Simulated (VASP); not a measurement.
# Ru (P6_3/mmc) in VASP: notebook, part 2 of 2

VASP 6.6.1.

## (3) Single point, PBEsol

This run uses another cell than the first one, of 14.50 Å³/atom.

Input file INCAR:

```
SYSTEM = Ru
  PREC = Accurate
  ENCUT = 500
  EDIFF = 1E-6
  ISMEAR = 0
  SIGMA = 0.1
  LREAL = .FALSE.
  LASPH = .TRUE.
  NELM = 120
  ALGO = Normal
  ISIF = 2
  LWAVE = .FALSE.
  LCHARG = .FALSE.
  GGA = PS
  NBANDS = 36
  GGA_COMPAT = .FALSE.
```

Input file KPOINTS:

```
Automatic mesh
0
G
  9 9 2
  0 0 0
```

Input file POSCAR:

```
Ru
1.0
    2.7485537587      0.0000000000      0.0000000000
   -1.3742768793      2.3803173787      0.0000000000
    0.0000000000      0.0000000000      8.8646283618
Ru
4
Direct
    0.0000000000      0.0000000000      0.0000000000
    0.0000000000      0.0000000000      0.5000000000
    0.3333333333      0.6666666667      0.7500000000
    0.6666666667      0.3333333333      0.2500000000
```

Potentials or basis: VASP PAW PBE potentials, release 64 (Ru_pv).

Started as:

```console
$ cat potpaw_PBE.64/Ru_pv/POTCAR > POTCAR
$ mpirun -np 1 vasp_std > vasp.out
```

Run time: 20 s. Hardware: 1 thread of Intel Xeon 6975P-C (Granite Rapids), shared host; peak memory 0.18 GiB.

It converged, with:

```yaml
Free_energy: -40.0838 eV
Pressure: -23.3 GPa
Band_gap_on_the_k_mesh: zero (bands 28 and 29 overlap by 2.28 eV)
```

Stress tensor (GPa, compression positive):
```
-23.84   0.00   0.00
  0.00 -23.84   0.00
  0.00   0.00 -22.15
```

Levels at points of the mesh, in eV from the Fermi level:
| k point | band 25 | band 26 | band 27 | band 28 | band 29 | band 30 | band 31 | band 32 |
| --- | --- | --- | --- | --- | --- | --- | --- | --- |
| (0.00, 0.00, 0.00) | -2.07 | -1.97 | -1.97 | -0.74 | -0.74 | -0.08 | -0.08 | 0.49 |
| (0.00, 0.00, 0.50) | -2.23 | -2.23 | -0.72 | -0.72 | -0.38 | -0.38 | -0.38 | -0.38 |

Caveat: the cell stands under tension; the PAW data sets were made with another functional, which shifts forces and pressure a little.

## (4) Relaxation of cell and atoms, PBEsol

This run uses another cell than the first one, of 14.50 Å³/atom.

Input file INCAR:

```
SYSTEM = Ru
PREC     = Accurate       ! precision mode
ENCUT    = 500            ! plane-wave cutoff, eV
EDIFF    = 1E-7           ! SCF threshold, eV
ISMEAR   = 0              ! smearing method
SIGMA    = 0.1            ! smearing width, eV
LREAL    = .False.        ! projectors in reciprocal space
LASPH    = .True.         ! aspherical terms in the spheres
NELM     = 120            ! most SCF steps
ALGO     = Normal         ! electronic algorithm
ISIF     = 3              ! what is computed and relaxed
LWAVE    = .False.        ! write WAVECAR
LCHARG   = .False.        ! write CHGCAR
GGA      = PS             ! functional
IBRION   = 2              ! ionic algorithm
NSW      = 90             ! ionic steps
EDIFFG   = -0.04          ! ionic threshold
GGA_COMPAT= .False.      
NELMIN   = 4
```

Input file KPOINTS:

```
regular mesh
0
Gamma
  9 9 2
  0 0 0
```

POSCAR is that of step 3.

Potentials or basis: VASP PAW PBE potentials, release 64 (Ru_pv).

Started as:

```console
$ cat potpaw_PBE.64/Ru_pv/POTCAR > POTCAR
$ mpirun -np 1 vasp_std > vasp.out
```

OUTCAR:

```text
SYSTEM = Ru
   PREC = Accurate
   ENCUT = 500
   EDIFF = 1E-7
   ISMEAR = 0
   LREAL = .False.
   LASPH = .True.
   NELM = 120
   ISIF = 3
   GGA = PS
   IBRION = 2
   NSW = 90
   EDIFFG = -0.04
   NELMIN = 4

 ion  position               nearest neighbor table
   1  0.000  0.000  0.000-   3 2.73   4 2.73   3 2.73   4 2.73   4 2.73   3 2.73
   2  0.000  0.000  0.500-   3 2.73   4 2.73   3 2.73   4 2.73   4 2.73   3 2.73
   3  0.333  0.667  0.750-   1 2.73   2 2.73   1 2.73   2 2.73   1 2.73   2 2.73
   4  0.667  0.333  0.250-   1 2.73   2 2.73   1 2.73   2 2.73   1 2.73   2 2.73

  LATTYP: Found a hexagonal cell.
 ALAT       =     2.7485537587
 C/A-ratio  =     3.2251973729

  Lattice vectors:

[... 190 lines left out ...]
  Direction    XX          YY          ZZ          XY          YZ          ZX
  --------------------------------------------------------------------------------------
  -------------------------------------------------------------------------------------
  Total       -8.6345062     -8.6345062     -8.0216249     -0.0000000      0.0000000     -0.0000000
  in kB     -238.5329886   -238.5329886   -221.6018066     -0.0000000      0.0000000     -0.0000000
  external PRESSURE =    -232.8892613 kB  Pullay stress =       0.0000000 kB
[... 215 lines left out ...]
--------------------------------------- Ionic step        7  -------------------------------------------

 number of electron      55.9999995 magnetization

 Free energy of the ion-electron system (eV)
  ---------------------------------------------------
  ext. energy  EPLUGINS =         0.00000000
  ---------------------------------------------------
  free energy    TOTEN  =       -40.44823860 eV

  energy without entropy =      -40.42959870  energy(sigma->0) =      -40.43891865

 E-fermi :  13.0253     XC(G=0): -14.3859

 val. band max:       12.9606889789   @ k =   0.0000   0.0000   0.0000
 cond. band min:      13.0332394652   @ k =   0.2222   0.1111   0.5000
 fundamental gap:      0.0725504863
 Fermi energy:        13.0253471319

 k-point     1 :       0.0000    0.0000    0.0000
  band No.  band energies     occupation
      1     -30.5796      2.00000
      2     -30.0536      2.00000
      3     -29.9835      2.00000
      4     -29.6273      2.00000
      5     -29.6273      2.00000
      6     -29.5581      2.00000
[... 884 lines left out ...]
  FREE ENERGIE OF THE ION-ELECTRON SYSTEM (eV)
  ---------------------------------------------------
  free  energy   TOTEN  =       -40.4482386007 eV

  energy  without entropy=      -40.4295986974  energy(sigma->0) =      -40.43891865

 reached required accuracy - stopping structural energy minimisation
```

OSZICAR:

```text
N       E                     dE             d eps       ncg     rms          rms(c)
DAV:   1     0.654073901881E+03    0.65407E+03   -0.33239E+04  1592   0.180E+03
DAV:   2    -0.202201635295E+02   -0.67429E+03   -0.66379E+03  1697   0.561E+02
DAV:   3    -0.429863226975E+02   -0.22766E+02   -0.22036E+02  2007   0.987E+01
DAV:   4    -0.434064230022E+02   -0.42010E+00   -0.41708E+00  1752   0.119E+01
[... 79 lines left out ...]
DAV:   4    -0.404482384719E+02    0.34040E-03   -0.20188E-03  1930   0.466E-01    0.326E-02
DAV:   5    -0.404482391242E+02   -0.65226E-06   -0.39645E-05  1774   0.509E-02    0.267E-02
DAV:   6    -0.404482390544E+02    0.69783E-07   -0.49574E-06  2115   0.191E-02    0.108E-02
DAV:   7    -0.404482386120E+02    0.44240E-06   -0.15678E-06  1916   0.128E-02    0.287E-03
DAV:   8    -0.404482386007E+02    0.11272E-07   -0.54557E-08   801   0.206E-03
   7 F= -.40448239E+02 E0= -.40438919E+02  d E =-.120207E-02
```

Run time: 1.8 min. Hardware: 1 thread of Intel Xeon 6975P-C (Granite Rapids), shared host; peak memory 0.18 GiB.

Results:

```yaml
Free_energy: -40.4482 eV
Relaxed_volume: 13.35 Å³/atom
Relaxed_cell: a = 2.668 Å, b = 2.668 Å, c = 8.663 Å, α = 90.00°, β = 90.00°, γ = 120.00°
Space_group_after_relaxing_to_0.1_Å: P6_3/mmc (No. 194)
Pressure_after_relaxing: 0.0 GPa
Band_gap_on_the_k_mesh: zero (bands 28 and 29 overlap by 2.62 eV)
```

Final structure:
```yaml
crystal:
  lattice:
    - [2.66776, 0.00000, 0.00000]
    - [-1.33388, 2.31035, 0.00000]
    - [0.00000, 0.00000, 8.66265]
  atoms:
    - { symbol: Ru, position: [0.00000, 0.00000, 0.00000] }
    - { symbol: Ru, position: [0.00000, 0.00000, 0.50000] }
    - { symbol: Ru, position: [0.33333, 0.66667, 0.75000] }
    - { symbol: Ru, position: [0.66667, 0.33333, 0.25000] }
```

Caveat: the PAW data sets were made with another functional, which shifts forces and pressure a little.

## (5) The runs side by side

| task | cell | gap on the mesh (eV) | pressure (GPa) |
| --- | --- | --- | --- |
| single point | a = 2.669, b = 2.669, c = 8.665 Å, angles 90.0, 90.0, 120.0°, 4 atoms | none | -0.4 |
| single point | a = 2.749, b = 2.749, c = 8.865 Å, angles 90.0, 90.0, 120.0°, 4 atoms | none | -23.3 |
| relaxation of cell and atoms | relaxed from a = 2.749, b = 2.749, c = 8.865 Å, angles 90.0, 90.0, 120.0°, 4 atoms | none | 0.0 |

Alike in all rows: level PBEsol; potentials or basis VASP PAW PBE potentials, release 64 (Ru_pv); no spin polarisation; k mesh 9 × 9 × 2; cutoff (eV) 500; smearing gaussian 0.1 eV.

Caveats: some runs use coarse meshes; the PAW data sets were made with another functional, which shifts forces and pressure a little; the cell stands under tension (at least some runs).

Absolute energies hang on the potentials; compare differences alone.
